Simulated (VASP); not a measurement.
# Ti (Fm-3m) in VASP: a series of runs

The runs below take Ti through single point, relaxation of volume and atoms at fixed shape, with PBEsol.

Everything below comes from runs of VASP 6.6.1. Logs are shortened: lines on timing, memory, paths and dates and some standing lists are left out, and cuts for length are marked.

## 1. The cell of the first run

Symmetry: Fm-3m, No. 225, cubic system. The conventional cell has a = 4.060 Å, b = 4.060 Å, c = 4.060 Å, α = 90.00°, β = 90.00°, γ = 90.00°. Ti (site symmetry m-3m) has 12 Ti at 2.87 Å within 3.8 Å.

This isn't the form of Ti at room conditions, which is hcp.

## 2. Single point, PBEsol

Contents of INCAR:

```
SYSTEM = Ti
PREC = Accurate ; ENCUT = 500
EDIFF = 1E-6 ; ISMEAR = -1
SIGMA = 0.05 ; LREAL = .False.
LASPH = .True. ; NELM = 120
ALGO = Normal ; ISIF = 2
LWAVE = .False. ; LCHARG = .False.
GGA = PS ; NBANDS = 12
GGA_COMPAT = .False.
```

Contents of KPOINTS:

```
Automatic mesh
0
Gamma
  7 7 7
  0 0 0
```

Contents of POSCAR:

```
Ti
1.0
    0.0000000000      2.0297865318      2.0297865318
    2.0297865318      0.0000000000      2.0297865318
    2.0297865318      2.0297865318      0.0000000000
Ti
1
Direct
    0.0000000000      0.0000000000      0.0000000000
```

Potentials or basis: VASP PAW PBE potentials, release 64 (Ti_sv).

The run is started by

```sh
> cat potpaw_PBE.64/Ti_sv/POTCAR > POTCAR
> mpirun -np 1 vasp_std > vasp.out
```

OUTCAR:

```text
SYSTEM = Ti
   PREC = Accurate
   ENCUT = 500
   EDIFF = 1E-6
   ISMEAR = -1
   LREAL = .False.
   LASPH = .True.
   NELM = 120
   ISIF = 2
   GGA = PS

 ion  position               nearest neighbor table
   1  0.000  0.000  0.000-

  LATTYP: Found a face centered cubic cell.
 ALAT       =     4.0595730636

  Lattice vectors:

 A1 = (   0.0000000000,   2.0297865318,   2.0297865318)
 A2 = (   2.0297865318,   0.0000000000,   2.0297865318)
 A3 = (   2.0297865318,   2.0297865318,   0.0000000000)

Analysis of symmetry for initial positions (statically):
=====================================================================
 Subroutine PRICEL returns:
 Original cell was already a primitive cell.

 Routine SETGRP: Setting up the symmetry group for a
 face centered cubic supercell.

 Subroutine GETGRP returns: Found 48 space group operations
 (whereof 48 operations were pure point group operations)
 out of a pool of 48 trial point group operations.

The static configuration has the point symmetry O_h .

Analysis of symmetry for dynamics (positions and initial velocities):
=====================================================================
 Subroutine PRICEL returns:
 Original cell was already a primitive cell.

 Routine SETGRP: Setting up the symmetry group for a
 face centered cubic supercell.

 Subroutine GETGRP returns: Found 48 space group operations
 (whereof 48 operations were pure point group operations)
 out of a pool of 48 trial point group operations.

The dynamic configuration has the point symmetry O_h .

 Subroutine INISYM returns: Found 48 space group operations
 (whereof 48 operations are pure point group operations),
 and found     1 'primitive' translations

----------------------------------------------------------------------------------------

                                     Primitive cell

  volume of cell :      16.7256

  direct lattice vectors                    reciprocal lattice vectors
     0.000000000  2.029786532  2.029786532    -0.246331322  0.246331322  0.246331322
     2.029786532  0.000000000  2.029786532     0.246331322 -0.246331322  0.246331322
     2.029786532  2.029786532  0.000000000     0.246331322  0.246331322 -0.246331322

  length of vectors
     2.870551642  2.870551642  2.870551642     0.426658365  0.426658365  0.426658365

  position of ions in fractional coordinates (direct lattice)
     0.000000000  0.000000000  0.000000000

  ion indices of the primitive-cell ions
[... 75 lines left out ...]
   ISIF   =      2    stress and relaxation
   ISYM   =      2    0-nonsym 1-usesym 2-fastsym
   POTIM  = 0.5000    time-step for ionic-motion
   TEBEG  =    0.0;   TEEND  =   0.0 temperature during run
   PSTRESS=    0.0 pullay stress
   NELECT =      12.0000    total number of electrons
   NUPDOWN=      -1.0000    fix difference up-down
   EMIN   =  10.00;   EMAX   =-10.00  energy-range for DOS
   EFERMI =   0.00;   METHOD = LEGACY
   ISMEAR =    -1;   SIGMA  =   0.05  broadening in eV -4-tet -1-fermi 0-gaus
   EFERMI_NEDOS =   21; number of points for ismear=-14 and -15
   IALGO  =     38    algorithm
   IMIX   =      4    mixing-type and parameters
     AMIX     =   0.40;   BMIX     =  1.00
     AMIX_MAG =   1.60;   BMIX_MAG =  1.00
  volume/ion in A,a.u.               =      16.73       112.87
  Fermi-wavevector in a.u.,A,eV,Ry     =   1.465576  2.769536 29.224113  2.147912
  Thomas-Fermi vector in A             =   2.581416
   LORBIT       =      0    0 simple, 1 ext, 2 COOP (PROOUT), +10 PAW based schemes
   GGA     = PS    functional components
   LHFCALC =     F    Hartree Fock is set to
   AEXX    =    0.0000 exact exchange contribution
   IVDW    =     0    specifies the selected vdW correction
   LEPSILON=     F    determine dielectric tensor
   LRPA    =     F    only Hartree local field effects (RPA)
 non-spin polarized calculation
  energy-cutoff  :      500.00
  volume of cell :       16.73
 maximum number of plane-waves:       436
 NGX is ok and might be reduce to    24
   NGX = 11   NGY = 11   NGZ = 11

 number of electron      12.0000002 magnetization

 Free energy of the ion-electron system (eV)
  ---------------------------------------------------
  ext. energy  EPLUGINS =         0.00000000
  ---------------------------------------------------
  free energy    TOTEN  =        -8.28575762 eV

  energy without entropy =       -8.26672646  energy(sigma->0) =       -8.27624204

 E-fermi :   8.4670     XC(G=0): -11.8196

 val. band max:        8.2857090110   @ k =  -0.4286   0.1429   0.0000
 cond. band min:       8.4873716444   @ k =   0.2857   0.0000   0.0000
 fundamental gap:      0.2016626334
 Fermi energy:         8.4669809360

 k-point     1 :       0.0000    0.0000    0.0000
  band No.  band energies     occupation
      1     -47.9336      2.00000
      2     -23.8400      2.00000
      3     -23.8400      2.00000
      4     -23.8400      2.00000
      5       2.3130      2.00000
      6       9.3854      0.00000
      7       9.3854      0.00000
      8       9.3854      0.00000
      9      11.0951      0.00000
     10      11.0951      0.00000
     11      23.9707      0.00000
     12      28.5973      0.00000
[... 271 lines left out ...]
 k-point    20 :      -0.2857    0.4286    0.1429
  band No.  band energies     occupation
      1     -47.7446      2.00000
      2     -24.3642      2.00000
      3     -24.3186      2.00000
      4     -24.0797      2.00000
      5       6.9553      2.00000
      6       7.6290      2.00000
      7       8.4976      0.70325
      8      10.7800      0.00000
      9      12.2826      0.00000
     10      16.5261      0.00000
     11      16.9070      0.00000
     12      19.3904      0.00000

------------------------ aborting loop because EDIFF is reached ----------------------------------------

  FORCE on cell =-STRESS in cart. coord.  units (eV):
  Direction    XX          YY          ZZ          XY          YZ          ZX
  --------------------------------------------------------------------------------------
  -------------------------------------------------------------------------------------
  Total       -0.0274453     -0.0274453     -0.0274453      0.0000000      0.0000000      0.0000000
  in kB       -2.6290413     -2.6290413     -2.6290413      0.0000000      0.0000000      0.0000000
  external PRESSURE =      -2.6290413 kB  Pullay stress =       0.0000000 kB

 VOLUME and BASIS-vectors are now :
 -----------------------------------------------------------------------------
  energy-cutoff  :      500.00
  volume of cell :       16.73
      direct lattice vectors                 reciprocal lattice vectors
     0.000000000  2.029786532  2.029786532    -0.246331322  0.246331322  0.246331322
     2.029786532  0.000000000  2.029786532     0.246331322 -0.246331322  0.246331322
     2.029786532  2.029786532  0.000000000     0.246331322  0.246331322 -0.246331322

 POSITION                                       TOTAL-FORCE (eV/Angst)
 -----------------------------------------------------------------------------------
      0.00000      0.00000      0.00000         0.000000      0.000000      0.000000
 -----------------------------------------------------------------------------------
    total drift:                                0.000000      0.000000      0.000000

  FREE ENERGIE OF THE ION-ELECTRON SYSTEM (eV)
  ---------------------------------------------------
  free  energy   TOTEN  =        -8.2857576216 eV

  energy  without entropy=       -8.2667264612  energy(sigma->0) =       -8.27624204
```

OSZICAR:

```text
N       E                     dE             d eps       ncg     rms          rms(c)
DAV:   1     0.832547915196E+02    0.83255E+02   -0.63246E+03   480   0.117E+03
DAV:   2    -0.516147924072E+01   -0.88416E+02   -0.85891E+02   492   0.296E+02
DAV:   3    -0.925242113216E+01   -0.40909E+01   -0.40508E+01   648   0.649E+01
DAV:   4    -0.937331885051E+01   -0.12090E+00   -0.12077E+00   540   0.953E+00
DAV:   5    -0.937649167427E+01   -0.31728E-02   -0.31727E-02   568   0.151E+00    0.903E+00
DAV:   6    -0.829964897944E+01    0.10768E+01   -0.21481E+00   512   0.221E+01    0.232E+00
DAV:   7    -0.827689230167E+01    0.22757E-01   -0.11178E-01   580   0.396E+00    0.130E+00
DAV:   8    -0.828535325810E+01   -0.84610E-02   -0.40587E-02   496   0.248E+00    0.148E-01
DAV:   9    -0.828569262312E+01   -0.33937E-03   -0.33428E-03   608   0.627E-01    0.848E-02
DAV:  10    -0.828577674140E+01   -0.84118E-04   -0.25713E-04   520   0.180E-01    0.198E-02
DAV:  11    -0.828575814326E+01    0.18598E-04   -0.23323E-05   580   0.590E-02    0.892E-03
DAV:  12    -0.828575762158E+01    0.52168E-06   -0.10196E-06   424   0.128E-02
   1 F= -.82857576E+01 E0= -.82762420E+01  d E =-.190312E-01
```

Wall time 3.7 s (1 thread of Intel Xeon Platinum 8488C (Sapphire Rapids), shared host); peak memory 0.13 GiB.

What came out:

```
Free energy            : -8.2858 eV
Pressure               : -0.3 GPa
Band gap on the k mesh : zero (bands 6 and 7 overlap by 1.12 eV)
```

Levels at points of the mesh, in eV from the Fermi level:
| k point | band 3 | band 4 | band 5 | band 6 | band 7 | band 8 | band 9 | band 10 |
| --- | --- | --- | --- | --- | --- | --- | --- | --- |
| (0.00, 0.00, 0.00) | -32.31 | -32.31 | -6.15 | 0.92 | 0.92 | 0.92 | 2.63 | 2.63 |

Caveat: the k points lie up to 0.38 Å⁻¹ apart, too coarse for converged energies and pressures of a metal; the PAW data sets were made with another functional, which shifts forces and pressure a little.

## 3. Relaxation of volume and atoms at fixed shape, PBEsol

This run uses another cell than the first one, of 17.61 Å³/atom.

Contents of INCAR:

```
  PREC = Accurate
  ENCUT = 500
  EDIFF = 1E-7
  ISMEAR = -1
  SIGMA = 0.05
  LREAL = F
  LASPH = T
  NELM = 120
  ALGO = Normal
  ISIF = 8
  LWAVE = F
  LCHARG = F
  GGA = PS
  IBRION = 2
  NSW = 80
  EDIFFG = -0.02
  GGA_COMPAT = F
  NELMIN = 4
```

Contents of KPOINTS:

```
regular mesh
0
Gamma
  7 7 7
```

Contents of POSCAR:

```
Ti
1.0
    0.0000000000      2.0650000000      2.0650000000
    2.0650000000      0.0000000000      2.0650000000
    2.0650000000      2.0650000000      0.0000000000
Ti
1
Direct
    0.0000000000      0.0000000000      0.0000000000
```

Potentials or basis: VASP PAW PBE potentials, release 64 (Ti_sv).

The run is started by

```sh
> cat potpaw_PBE.64/Ti_sv/POTCAR > POTCAR
> mpirun -np 1 vasp_std > vasp.out
```

It took 9.6 s on 1 thread of Intel Xeon Platinum 8488C (Sapphire Rapids), shared host; peak memory 0.14 GiB.

Results (log left out):

| Quantity | Value |
| --- | --- |
| Free energy | -8.2863 eV |
| Relaxed volume | 16.69 Å³/atom |
| Relaxed cell | a = 2.869 Å, b = 2.869 Å, c = 2.869 Å, α = 60.00°, β = 60.00°, γ = 60.00° |
| Space group after relaxing (to 0.1 Å) | Fm-3m (No. 225) |
| Energy gained by relaxing | 17.1 meV/atom |
| Ionic steps | 3 |
| Pressure after relaxing | 0.0 GPa |
| Band gap on the k mesh | zero (bands 6 and 7 overlap by 1.12 eV) |

Step by step:
```
step  energy change (eV)  largest force (eV/Å)  pressure (GPa)  volume (Å³)
   1              0.0000                0.0000           -5.71        17.61
   2             -0.0079                0.0000            4.78        16.06
   3             -0.0171                0.0000           -0.02        16.69
```

Final structure:
```xyz
1
Lattice="0.0000 2.0285 2.0285 2.0285 0.0000 2.0285 2.0285 2.0285 0.0000" Properties=species:S:1:pos:R:3 pbc="T T T"
Ti    0.0000    0.0000    0.0000
```

Levels at points of the mesh, in eV from the Fermi level:
| k point | band 2 | band 3 | band 4 | band 5 | band 6 | band 7 | band 8 | band 9 | band 10 |
| --- | --- | --- | --- | --- | --- | --- | --- | --- | --- |
| (0.00, 0.00, 0.00) | -32.30 | -32.30 | -32.30 | -6.16 | 0.92 | 0.92 | 0.92 | 2.63 | 2.63 |

Caveat: the k points lie up to 0.38 Å⁻¹ apart in the final cell, too coarse for converged energies and pressures of a metal; the PAW data sets were made with another functional, which shifts forces and pressure a little.
